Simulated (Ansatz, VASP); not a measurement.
## Au in VASP and in Ansatz

```
Au
1.0
     2.74784    0.00000    0.00000
     0.00000    2.74784    0.00000
     0.00000    0.00000    2.74784
Au
1
Direct
  0.00000 0.00000 0.00000
```

Alike in both runs: functional PBE; k mesh 12 × 12 × 12; occupations fermi-dirac, width 0.08 eV; no spin polarisation.

Ansatz relaxed the structure, and its values are those at the end. VASP's run is a single point on that final structure, the one shown.

```csv
,VASP,Ansatz
version,VASP 6.6.1,Ansatz 0.2.0
potentials or method,"VASP PAW PBE potentials, release 64 (Au)","PAW with Ansatz's default frozen-core files, scalar-relativistic"
plane-wave cutoff (eV),520,420
valence electrons in the cell,11,19
```

|  | VASP | Ansatz | Ansatz less VASP |
| --- | --- | --- | --- |
| pressure (GPa) | -0.2 | 0.0 | +0.17 |

VASP's potentials hold 11 valence electrons a cell and Ansatz's 19, so a difference there can come from the potentials and not from the codes.

Neither program's run includes spin-orbit coupling.
